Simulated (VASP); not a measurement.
# Li (a cell with a defect) in VASP: single point with PBE+D3(BJ)

Aim: the single point of Li (a cell with a defect) with PBE+D3(BJ).

Program: VASP 6.6.1. These are calculated values, not measurements. Logs are shortened: lines on timing, memory, paths and dates and some standing lists are left out, and cuts for length are marked.

## 1. The cell of the first run

The cell holds a defect, 17 atoms: a = 6.980 Å, b = 6.980 Å, c = 6.980 Å, α = 90.00°, β = 90.00°, γ = 90.00°.

## 2. Single point, PBE+D3(BJ)

The input, INCAR:

```
SYSTEM = Li
PREC = Accurate
ENCUT = 520
EDIFF = 1E-6
ISMEAR = 0
SIGMA = 0.15
LREAL = Auto
LASPH = .True.
NELM = 100
ALGO = Normal
ISIF = 2
LWAVE = .False.
LCHARG = .False.
GGA = PE
IVDW = 12
NBANDS = 40
```

The input, KPOINTS:

```
Automatic mesh
0
Gamma
  3 3 3
  0 0 0
```

The input, POSCAR:

```
Li
1.0
    6.9800000000      0.0000000000      0.0000000000
    0.0000000000      6.9800000000      0.0000000000
    0.0000000000      0.0000000000      6.9800000000
Li
17
Direct
    0.0135416905      0.0039717765     -0.0171217765
    0.5090065903      0.0155363897      0.0009057307
    0.0439148997      0.4935090258     -0.0214491404
    0.0308714900     -0.0067512894      0.5201713467
    0.1846157593      0.2941905444      0.2648494269
    0.4872320917      0.4594262178      0.0426736390
    0.4390266476      0.0752936963      0.3959467049
    0.7800653295      0.2546203438      0.2579379656
   -0.0040133238      0.5404101719      0.5312881089
    0.2567404011      0.7493050143      0.2430267908
    0.2831687679      0.2543060172      0.7349568768
    0.5134839542      0.5096121777      0.4919451289
    0.7741393983      0.7544929799      0.2466951289
    0.7592826648      0.2643904011      0.7452820917
    0.2924401146      0.7526534384      0.7535106017
    0.7477300860      0.6758247851      0.8535373926
    0.6583050143     -0.0946769341      0.6058445559
```

Potentials or basis: VASP PAW PBE potentials, release 64 (Li_sv).

Started as:

```console
$ cat potpaw_PBE.64/Li_sv/POTCAR > POTCAR
$ mpirun -np 1 vasp_std > vasp.out
```

OUTCAR:

```text
SYSTEM = Li
   PREC = Accurate
   ENCUT = 520
   EDIFF = 1E-6
   ISMEAR = 0
   LREAL = Auto
   LASPH = .True.
   NELM = 100
   ISIF = 2
   GGA = PE
   IVDW = 12
 IVDW          = 12

 ion  position               nearest neighbor table
   1  0.014  0.004  0.983-
   2  0.509  0.016  0.001-
   3  0.044  0.494  0.979-  16 2.58
   4  0.031  0.993  0.520-
   5  0.185  0.294  0.265-   7 2.52
   6  0.487  0.459  0.043-
   7  0.439  0.075  0.396-  17 2.43   5 2.52
   8  0.780  0.255  0.258-
   9  0.996  0.540  0.531-
  10  0.257  0.749  0.243-
  11  0.283  0.254  0.735-
  12  0.513  0.510  0.492-
  13  0.774  0.754  0.247-
  14  0.759  0.264  0.745-
  15  0.292  0.753  0.754-
  16  0.748  0.676  0.854-  17 2.44   3 2.58
  17  0.658  0.905  0.606-   7 2.43  16 2.44

  LATTYP: Found a simple cubic cell.
 ALAT       =     6.9800000000

  Lattice vectors:

 A1 = (   6.9800000000,   0.0000000000,   0.0000000000)
 A2 = (   0.0000000000,   6.9800000000,   0.0000000000)
 A3 = (   0.0000000000,   0.0000000000,   6.9800000000)

Analysis of symmetry for initial positions (statically):
=====================================================================
 Subroutine PRICEL returns:
 Original cell was already a primitive cell.

 Routine SETGRP: Setting up the symmetry group for a
 simple cubic supercell.

 Subroutine GETGRP returns: Found  1 space group operations
 (whereof  1 operations were pure point group operations)
 out of a pool of 48 trial point group operations.

The static configuration has the point symmetry C_1 .

Analysis of symmetry for dynamics (positions and initial velocities):
=====================================================================
 Subroutine PRICEL returns:
 Original cell was already a primitive cell.

 Routine SETGRP: Setting up the symmetry group for a
 simple cubic supercell.

 Subroutine GETGRP returns: Found  1 space group operations
 (whereof  1 operations were pure point group operations)
 out of a pool of 48 trial point group operations.

The dynamic configuration has the point symmetry C_1 .

 Subroutine INISYM returns: Found  1 space group operations
 (whereof  1 operations are pure point group operations),
 and found     1 'primitive' translations

----------------------------------------------------------------------------------------

                                     Primitive cell

  volume of cell :     340.0684

  direct lattice vectors                    reciprocal lattice vectors
     6.980000000  0.000000000  0.000000000     0.143266476  0.000000000  0.000000000
     0.000000000  6.980000000  0.000000000     0.000000000  0.143266476  0.000000000
     0.000000000  0.000000000  6.980000000     0.000000000  0.000000000  0.143266476

  length of vectors
     6.980000000  6.980000000  6.980000000     0.143266476  0.143266476  0.143266476

  position of ions in fractional coordinates (direct lattice)
     0.013541690  0.003971777  0.982878224
     0.509006590  0.015536390  0.000905731
     0.043914900  0.493509026  0.978550860
     0.030871490  0.993248711  0.520171347
     0.184615759  0.294190544  0.264849427
     0.487232092  0.459426218  0.042673639
[... 9 lines left out ...]
     0.747730086  0.675824785  0.853537393
     0.658305014  0.905323066  0.605844556

  ion indices of the primitive-cell ions
   primitive index   ion index
                 1           1
                 2           2
                 3           3
                 4           4
                 5           5
                 6           6
[... 9 lines left out ...]
                16          16
                17          17

----------------------------------------------------------------------------------------

 KPOINTS: Automatic mesh

Automatic generation of k-mesh.
 Grid dimensions read from file:
 generate k-points for:    3    3    3

 Generating k-lattice:

  Cartesian coordinates                     Fractional coordinates (reciprocal lattice)
     0.047755492  0.000000000  0.000000000     0.333333333  0.000000000  0.000000000
     0.000000000  0.047755492  0.000000000     0.000000000  0.333333333  0.000000000
     0.000000000  0.000000000  0.047755492     0.000000000  0.000000000  0.333333333

  Length of vectors
     0.047755492  0.047755492  0.047755492

  Shift w.r.t. Gamma in fractional coordinates (k-lattice)
     0.000000000  0.000000000  0.000000000

 Subroutine IBZKPT returns following result:
 ===========================================

 Found     14 irreducible k-points:

 Following reciprocal coordinates:
            Coordinates               Weight
  0.000000  0.000000  0.000000      1.000000
  0.333333  0.000000  0.000000      2.000000
  0.000000  0.333333  0.000000      2.000000
  0.000000  0.000000  0.333333      2.000000
  0.333333  0.333333  0.000000      2.000000
  0.000000  0.333333  0.333333      2.000000
  0.333333  0.000000  0.333333      2.000000
 -0.333333  0.333333  0.000000      2.000000
 -0.333333  0.000000  0.333333      2.000000
  0.000000 -0.333333  0.333333      2.000000
  0.333333  0.333333  0.333333      2.000000
 -0.333333  0.333333  0.333333      2.000000
 -0.333333 -0.333333  0.333333      2.000000
  0.333333 -0.333333  0.333333      2.000000
   k-points           NKPTS =     14   k-points in BZ     NKDIM =     14   number of bands    NBANDS=     40
   number of dos      NEDOS =    301   number of ions     NIONS =     17
   total plane-waves  NPLWV = 157464
   dimension x,y,z NGX =    54 NGY =   54 NGZ =   54
   dimension x,y,z NGXF=   108 NGYF=  108 NGZF=  108
   ions per type =              17
   NGX,Y,Z   is equivalent  to a cutoff of  12.86, 12.86, 12.86 a.u.
   NGXF,Y,Z  is equivalent  to a cutoff of  25.72, 25.72, 25.72 a.u.
 SYSTEM =  Li
   PREC   = accura    normal or accurate (medium, high low for compatibility)
   ISTART =      0    job   : 0-new  1-cont  2-samecut
   ICHARG =      2    charge: 1-file 2-atom 10-const
   ISPIN  =      1    spin polarized calculation?
   LNONCOLLINEAR =      F non collinear calculations
   LSORBIT =      F    spin-orbit coupling
   LASPH  =      T    aspherical Exc in radial PAW
   ENCUT  =  520.0 eV  38.22 Ry    6.18 a.u.  12.98 12.98 12.98*2*pi/ulx,y,z
   NELM   =    100;   NELMIN=  2; NELMDL= -5     # of ELM steps
   EDIFF  = 0.1E-05   stopping-criterion for ELM
   LREAL  =      T    real-space projection
   EDIFFG = 0.1E-04   stopping-criterion for IOM
   NSW    =      0    number of steps for IOM
   IBRION =     -1    ionic relax: 0-MD 1-quasi-New 2-CG
   NFREE  =      0    steps in history (QN), initial steepest desc. (CG)
   ISIF   =      2    stress and relaxation
   ISYM   =      2    0-nonsym 1-usesym 2-fastsym
   POTIM  = 0.5000    time-step for ionic-motion
   TEBEG  =    0.0;   TEEND  =   0.0 temperature during run
   PSTRESS=    0.0 pullay stress
   NELECT =      51.0000    total number of electrons
   NUPDOWN=      -1.0000    fix difference up-down
   EMIN   =  10.00;   EMAX   =-10.00  energy-range for DOS
   EFERMI =   0.00;   METHOD = LEGACY
   ISMEAR =     0;   SIGMA  =   0.15  broadening in eV -4-tet -1-fermi 0-gaus
   EFERMI_NEDOS =   21; number of points for ismear=-14 and -15
   IALGO  =     38    algorithm
   IMIX   =      4    mixing-type and parameters
     AMIX     =   0.40;   BMIX     =  1.00
     AMIX_MAG =   1.60;   BMIX_MAG =  1.00
  volume/ion in A,a.u.               =      20.00       134.99
  Fermi-wavevector in a.u.,A,eV,Ry     =   0.869780  1.643646 10.293044  0.756517
  Thomas-Fermi vector in A             =   1.988651
   LORBIT       =      0    0 simple, 1 ext, 2 COOP (PROOUT), +10 PAW based schemes
   GGA     = PE    functional components
   LHFCALC =     F    Hartree Fock is set to
   AEXX    =    0.0000 exact exchange contribution
   IVDW    =    12    specifies the selected vdW correction
   LEPSILON=     F    determine dielectric tensor
   LRPA    =     F    only Hartree local field effects (RPA)
 non-spin polarized calculation
 Gauss-broadening in eV      SIGMA  =   0.15
  energy-cutoff  :      520.00
  volume of cell :      340.07
 maximum number of plane-waves:      9180
 NGX is ok and might be reduce to    54
   NGX = 25   NGY = 25   NGZ = 25

 number of electron      51.0000016 magnetization

 Free energy of the ion-electron system (eV)
  ---------------------------------------------------
  ext. energy  EPLUGINS =         0.00000000
  ---------------------------------------------------
  free energy    TOTEN  =       -31.79274194 eV

  energy without entropy =      -31.71649178  energy(sigma->0) =      -31.75461686

 E-fermi :   0.5976     XC(G=0):  -7.0716

 val. band max:        0.5501852032   @ k =   0.0000  -0.3333   0.3333
 cond. band min:       0.6178106552   @ k =   0.3333   0.3333   0.0000
 fundamental gap:      0.0676254520
 Fermi energy:         0.5976108163

 k-point     1 :       0.0000    0.0000    0.0000
  band No.  band energies     occupation
      1     -46.0011      2.00000
      2     -45.9666      2.00000
      3     -45.9502      2.00000
      4     -45.9413      2.00000
      5     -45.9117      2.00000
      6     -45.9012      2.00000
[... 29 lines left out ...]
     36       3.6636      0.00000
     37       3.7291      0.00000

 k-point     2 :       0.3333    0.0000    0.0000
  band No.  band energies     occupation
      1     -46.0010      2.00000
      2     -45.9666      2.00000
      3     -45.9505      2.00000
      4     -45.9410      2.00000
      5     -45.9117      2.00000
      6     -45.9012      2.00000
[... 29 lines left out ...]
     36       3.7296      0.00000
     37       3.8521      0.00000
[... 438 lines left out ...]
     36       3.6551      0.00000
     37       3.9346      0.00000

 k-point    14 :       0.3333   -0.3333    0.3333
  band No.  band energies     occupation
      1     -46.0008      2.00000
      2     -45.9666      2.00000
      3     -45.9505      2.00000
      4     -45.9413      2.00000
      5     -45.9119      2.00000
      6     -45.9010      2.00000
[... 29 lines left out ...]
     36       3.7887      0.00000
     37       3.9470      0.00000
 [bands above 37 left out]

------------------------ aborting loop because EDIFF is reached ----------------------------------------

 Edisp (eV)   -2.91874

 E8    (eV) :    -1.2176

  FORCE on cell =-STRESS in cart. coord.  units (eV):
  Direction    XX          YY          ZZ          XY          YZ          ZX
  --------------------------------------------------------------------------------------
  -------------------------------------------------------------------------------------
  Total      -2.31703    -2.88641    -2.18764    -0.31505    -0.51931     0.52002
  in kB     -10.91632   -13.59884   -10.30669    -1.48431    -2.44665     2.45000
  external pressure =      -11.61 kB  Pullay stress =        0.00 kB

 VOLUME and BASIS-vectors are now :
 -----------------------------------------------------------------------------
  energy-cutoff  :      520.00
  volume of cell :      340.07
      direct lattice vectors                 reciprocal lattice vectors
     6.980000000  0.000000000  0.000000000     0.143266476  0.000000000  0.000000000
     0.000000000  6.980000000  0.000000000     0.000000000  0.143266476  0.000000000
     0.000000000  0.000000000  6.980000000     0.000000000  0.000000000  0.143266476

 POSITION                                       TOTAL-FORCE (eV/Angst)
 -----------------------------------------------------------------------------------
      0.09452      0.02772      6.86049        -0.000520     -0.003797      0.002199
      3.55287      0.10844      0.00632        -0.000956     -0.002092      0.008005
      0.30653      3.44469      6.83029         0.009373     -0.000669      0.006785
      0.21548      6.93288      3.63080         0.003306     -0.002992      0.000202
      1.28862      2.05345      1.84865         0.004079      0.003424     -0.007775
      3.40088      3.20680      0.29786        -0.001460     -0.001380      0.001136
[... 9 lines left out ...]
      5.21916      4.71726      5.95769         0.003504      0.003096     -0.005978
      4.59497      6.31915      4.22880        -0.012421      0.002527      0.000747
 -----------------------------------------------------------------------------------
    total drift:                               -0.000402      0.011840      0.002628

  FREE ENERGIE OF THE ION-ELECTRON SYSTEM (eV)
  ---------------------------------------------------
  free  energy   TOTEN  =       -34.7114792609 eV

  energy  without entropy=      -34.6352291031  energy(sigma->0) =      -34.67335418
```

It took 4.2 min on 1 thread of Intel Xeon 6975P-C (Granite Rapids), shared host; peak memory 0.41 GiB.

Results:

| Property | Result |
| --- | --- |
| Free energy | -34.7115 eV |
| Largest force | 0.015 eV/Å |
| Band gap on the k mesh | zero (an odd number of electrons rules out a gap without spin polarisation) |
| Dispersion energy per atom | -0.172 eV |

Forces in eV/Å, atoms in the order of the input:
```
Li  -0.001 -0.004  0.002
Li  -0.001 -0.002  0.008
Li   0.009 -0.001  0.007
Li   0.003 -0.003  0.000
Li   0.004  0.003 -0.008
Li  -0.001 -0.001  0.001
Li   0.007  0.000  0.001
Li  -0.015  0.002 -0.002
Li   0.001 -0.001 -0.002
Li  -0.002 -0.003  0.001
Li  -0.010  0.001  0.000
Li   0.006 -0.003  0.002
Li   0.000  0.002 -0.005
Li   0.003  0.003  0.002
Li   0.004  0.001 -0.002
Li   0.004  0.003 -0.006
Li  -0.012  0.003  0.001
```

Levels at points of the mesh, in eV from the Fermi level:
```
           k point  band 22  band 23  band 24  band 25  band 26  band 27  band 28  band 29
(0.00, 0.00, 0.00)    -1.17    -1.16    -1.14     0.05     0.11     0.34     0.36     0.40
```

Caveat: the cutoff is under 1.25 times the usual one of these potentials, so pressure, stress and relaxed cells hold a basis-set (Pulay) error.
